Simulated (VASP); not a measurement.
# TiO (P-6m2) in VASP: notebook

Runs on TiO. Level: PBEsol. Tasks: single point, relaxation of cell and atoms.

All numbers are computed with VASP 6.6.1; they aren't measurements. Logs are shortened: lines on timing, memory, paths and dates and some standing lists are left out, and cuts for length are marked.

**1. The cell of the first run**

The structure is hexagonal, space group P-6m2 (No. 187). Conventional cell: a = 2.789 Å, b = 2.789 Å, c = 2.794 Å, α = 90.00°, β = 90.00°, γ = 120.00°. Ti (site symmetry -6m2) has 6 O at 2.13 Å and 8 Ti at 2.79 Å within 2.8 Å. O (site symmetry -6m2) has 6 Ti at 2.13 Å and 8 O at 2.79 Å within 2.8 Å.

**2. Single point, PBEsol**

The input, INCAR:

```
  PREC = Accurate
  ENCUT = 520
  EDIFF = 1E-6
  ISMEAR = 0
  SIGMA = 0.15
  LREAL = False
  LASPH = True
  NELM = 60
  ALGO = Normal
  ISIF = 2
  LWAVE = False
  LCHARG = False
  GGA = PS
  NBANDS = 16
```

The input, KPOINTS:

```
Automatic mesh
0
Gamma
  30 30 24
```

The input, POSCAR:

```
TiO
1.0
    2.7888858286      0.0000000000      0.0000000000
   -1.3944429143      2.4152459758      0.0000000000
    0.0000000000      0.0000000000      2.7940761164
Ti O
1 1
Direct
    0.6666666667      0.3333333333      0.0000000000
    0.0000000000      0.0000000000      0.5000000000
```

Potentials or basis: VASP PAW PBE potentials, release 64 (Ti_sv, O).

Run with:

```sh
cat potpaw_PBE.64/Ti_sv/POTCAR potpaw_PBE.64/O/POTCAR > POTCAR
mpirun -np 1 vasp_std > vasp.out
```

OUTCAR:

```text
PREC = Accurate
   ENCUT = 520
   EDIFF = 1E-6
   ISMEAR = 0
   LREAL = False
   LASPH = True
   NELM = 60
   ISIF = 2
   GGA = PS

 ion  position               nearest neighbor table
   1  0.667  0.333  0.000-   2 2.13   2 2.13   2 2.13   2 2.13   2 2.13   2 2.13
   2  0.000  0.000  0.500-   1 2.13   1 2.13   1 2.13   1 2.13   1 2.13   1 2.13

  LATTYP: Found a hexagonal cell.
 ALAT       =     2.7888858286
 C/A-ratio  =     1.0018610614

  Lattice vectors:

 A1 = (   2.7888858286,   0.0000000000,   0.0000000000)
 A2 = (  -1.3944429143,   2.4152459758,   0.0000000000)
 A3 = (   0.0000000000,   0.0000000000,   2.7940761164)

Analysis of symmetry for initial positions (statically):
=====================================================================
 Subroutine PRICEL returns:
 Original cell was already a primitive cell.

 Routine SETGRP: Setting up the symmetry group for a
 hexagonal supercell.

 Subroutine GETGRP returns: Found 12 space group operations
 (whereof 12 operations were pure point group operations)
 out of a pool of 24 trial point group operations.

The static configuration has the point symmetry D_3h.

Analysis of symmetry for dynamics (positions and initial velocities):
=====================================================================
 Subroutine PRICEL returns:
 Original cell was already a primitive cell.

 Routine SETGRP: Setting up the symmetry group for a
 hexagonal supercell.

 Subroutine GETGRP returns: Found 12 space group operations
 (whereof 12 operations were pure point group operations)
 out of a pool of 24 trial point group operations.

The dynamic configuration has the point symmetry D_3h.

 Subroutine INISYM returns: Found 12 space group operations
 (whereof 12 operations are pure point group operations),
 and found     1 'primitive' translations

----------------------------------------------------------------------------------------

                                     Primitive cell

  volume of cell :      18.8205

  direct lattice vectors                    reciprocal lattice vectors
     2.788885829  0.000000000  0.000000000     0.358566131  0.207018252  0.000000000
    -1.394442914  2.415245976  0.000000000     0.000000000  0.414036504  0.000000000
     0.000000000  0.000000000  2.794076116     0.000000000  0.000000000  0.357900057
[... 68 lines left out ...]
   total plane-waves  NPLWV =  13824
   dimension x,y,z NGX =    24 NGY =   24 NGZ =   24
   dimension x,y,z NGXF=    48 NGYF=   48 NGZF=   48
   ions per type =               1   1
   NGX,Y,Z   is equivalent  to a cutoff of  14.31, 14.31, 14.28 a.u.
   NGXF,Y,Z  is equivalent  to a cutoff of  28.61, 28.61, 28.56 a.u.
 SYSTEM =  unknown system
   PREC   = accura    normal or accurate (medium, high low for compatibility)
   ISTART =      0    job   : 0-new  1-cont  2-samecut
   ICHARG =      2    charge: 1-file 2-atom 10-const
   ISPIN  =      1    spin polarized calculation?
   LNONCOLLINEAR =      F non collinear calculations
   LSORBIT =      F    spin-orbit coupling
   LASPH  =      T    aspherical Exc in radial PAW
   ENCUT  =  520.0 eV  38.22 Ry    6.18 a.u.   5.19  5.19  5.20*2*pi/ulx,y,z
   NELM   =     60;   NELMIN=  2; NELMDL= -5     # of ELM steps
   EDIFF  = 0.1E-05   stopping-criterion for ELM
   LREAL  =      F    real-space projection
[... 7 lines left out ...]
   TEBEG  =    0.0;   TEEND  =   0.0 temperature during run
   PSTRESS=    0.0 pullay stress
   NELECT =      18.0000    total number of electrons
   NUPDOWN=      -1.0000    fix difference up-down
   EMIN   =  10.00;   EMAX   =-10.00  energy-range for DOS
   EFERMI =   0.00;   METHOD = LEGACY
   ISMEAR =     0;   SIGMA  =   0.15  broadening in eV -4-tet -1-fermi 0-gaus
   EFERMI_NEDOS =   21; number of points for ismear=-14 and -15
   IALGO  =     38    algorithm
   IMIX   =      4    mixing-type and parameters
     AMIX     =   0.40;   BMIX     =  1.00
     AMIX_MAG =   1.60;   BMIX_MAG =  1.00
  volume/ion in A,a.u.               =       9.41        63.50
  Fermi-wavevector in a.u.,A,eV,Ry     =   1.612955  3.048043 35.397236  2.601623
  Thomas-Fermi vector in A             =   2.708102
   LORBIT       =      0    0 simple, 1 ext, 2 COOP (PROOUT), +10 PAW based schemes
   GGA     = PS    functional components
   LHFCALC =     F    Hartree Fock is set to
   AEXX    =    0.0000 exact exchange contribution
   IVDW    =     0    specifies the selected vdW correction
   LEPSILON=     F    determine dielectric tensor
   LRPA    =     F    only Hartree local field effects (RPA)
 non-spin polarized calculation
 Gauss-broadening in eV      SIGMA  =   0.15
  energy-cutoff  :      520.00
  volume of cell :       18.82
 maximum number of plane-waves:       527
 NGX is ok and might be reduce to    24
   NGX = 11   NGY = 11   NGZ = 11

 number of electron      17.9999999 magnetization

 Free energy of the ion-electron system (eV)
  ---------------------------------------------------
  ext. energy  EPLUGINS =         0.00000000
  ---------------------------------------------------
  free energy    TOTEN  =       -18.77289547 eV

  energy without entropy =      -18.77226929  energy(sigma->0) =      -18.77258238

 E-fermi :  11.6054     XC(G=0): -13.2553

 val. band max:       11.6051388478   @ k =   0.0000   0.0000   0.3333
 cond. band min:      11.6283270333   @ k =   0.0000   0.0000   0.5000
 fundamental gap:      0.0231881855
 Fermi energy:        11.6053650037

 k-point     1 :       0.0000    0.0000    0.0000
  band No.  band energies     occupation
      1     -45.8797      2.00000
      2     -22.1453      2.00000
      3     -21.7613      2.00000
      4     -21.7613      2.00000
      5     -10.4095      2.00000
      6       5.8410      2.00000
[... 433 lines left out ...]
      3     -22.0639      2.00000
      4     -21.8851      2.00000
      5      -9.5696      2.00000
      6       3.5149      2.00000
[... 8 lines left out ...]
     15      24.9727      0.00000
     16      27.4943      0.00000

 [... further k-points ...]
[... 5 lines left out ...]
  --------------------------------------------------------------------------------------
  -------------------------------------------------------------------------------------
  Total        0.0729262      0.0729262      0.0994040      0.0000000      0.0000000      0.0000000
  in kB        6.2081764      6.2081764      8.4622161      0.0000000      0.0000000      0.0000000
  external PRESSURE =       6.9595230 kB  Pullay stress =       0.0000000 kB

 VOLUME and BASIS-vectors are now :
 -----------------------------------------------------------------------------
  energy-cutoff  :      520.00
  volume of cell :       18.82
      direct lattice vectors                 reciprocal lattice vectors
     2.788885829  0.000000000  0.000000000     0.358566131  0.207018252  0.000000000
    -1.394442914  2.415245976  0.000000000     0.000000000  0.414036504  0.000000000
     0.000000000  0.000000000  2.794076116     0.000000000  0.000000000  0.357900057

 POSITION                                       TOTAL-FORCE (eV/Angst)
 -----------------------------------------------------------------------------------
      1.39444      0.80508      0.00000         0.000000      0.000000      0.000000
      0.00000      0.00000      1.39704        -0.000000      0.000000      0.000000
 -----------------------------------------------------------------------------------
    total drift:                               -0.000000      0.000000      0.000000

  FREE ENERGIE OF THE ION-ELECTRON SYSTEM (eV)
  ---------------------------------------------------
  free  energy   TOTEN  =       -18.7728954657 eV

  energy  without entropy=      -18.7722692915  energy(sigma->0) =      -18.77258238
```

Run time: 3.4 min. Hardware: 1 thread of Intel Xeon 6975P-C, shared host; peak memory 0.45 GiB.

What came out:

| Item | Value |
| --- | --- |
| Free energy | -18.7729 eV |
| Pressure | 0.7 GPa |
| Band gap on the k mesh | zero (band 9 reaches 11.70 eV, above the bottom of band 10 at 11.63 eV) |

Caveat: the PAW data sets were made with another functional, which shifts forces and pressure a little; semilocal functionals often make such compounds metallic where correlation or magnetic order opens a gap, which also shifts bond lengths.

**3. Relaxation of cell and atoms, PBEsol**

The input, INCAR:

```
SYSTEM = TiO
ALGO = Normal ; EDIFF = 1E-6
EDIFFG = -0.005 ; ENCUT = 600
GGA = PS ; IBRION = 2
ISIF = 3 ; ISMEAR = 0
LASPH = .TRUE. ; LCHARG = .FALSE.
LREAL = .FALSE. ; LWAVE = .FALSE.
NELM = 80 ; NSW = 100
PREC = Accurate ; SIGMA = 0.1
```

The input, KPOINTS:

```
k-points
0
G
  18 18 16
  0 0 0
```

The input, POSCAR:

```
TiO
1.0
    2.7870572578      0.0000000000      0.0000000000
   -1.3935286289      2.4136623871      0.0000000000
    0.0000000000      0.0000000000      2.7975367065
Ti O
1 1
Direct
    0.6666666667      0.3333333333      0.0000000000
    0.0000000000      0.0000000000      0.5000000000
```

Potentials or basis: VASP PAW PBE potentials, release 64 (Ti_sv, O).

Run with:

```sh
cat potpaw_PBE.64/Ti_sv/POTCAR potpaw_PBE.64/O/POTCAR > POTCAR
mpirun -np 1 vasp_std > vasp.out
```

Wall time 2 min (1 thread of Intel Xeon 6975P-C, shared host); peak memory 0.24 GiB.

The run converged. Its results:

| Quantity | Value |
| --- | --- |
| Free energy | -18.7749 eV |
| Relaxed volume | 9.43 Å³/atom |
| Relaxed cell | a = 2.791 Å, b = 2.791 Å, c = 2.797 Å, α = 90.00°, β = 90.00°, γ = 120.00° |
| Space group after relaxing (to 0.05 Å) | P-6m2 (No. 187) |
| Energy gained by relaxing | 0.0 meV/atom |
| Ionic steps | 4 |
| Pressure after relaxing | 0.0 GPa |
| Band gap on the k mesh | zero (band 9 reaches 11.67 eV, above the bottom of band 10 at 11.60 eV) |

Final structure:
```xyz
2
Lattice="2.7906 0.0000 0.0000 -1.3953 2.4167 0.0000 0.0000 0.0000 2.7965" Properties=species:S:1:pos:R:3 pbc="T T T"
Ti    1.3953    0.8056    0.0000
O     2.7906    0.0000    1.3983
```

Levels at points of the mesh, in eV from the Fermi level:
```csv
k point,band 7,band 8,band 9,band 10,band 11,band 12
"(0.00, 0.00, 0.00)",-5.77,-5.50,-3.05,1.73,1.73,1.73
"(0.50, 0.00, 0.00)",-6.63,-5.49,-2.56,1.66,2.06,2.86
"(0.00, 0.00, 0.50)",-5.40,-5.40,0.01,0.01,0.86,1.94
"(0.50, 0.00, 0.50)",-8.06,-6.77,-0.75,1.85,3.04,3.15
```

Caveat: the PAW data sets were made with another functional, which shifts forces and pressure a little; semilocal functionals often make such compounds metallic where correlation or magnetic order opens a gap, which also shifts bond lengths.
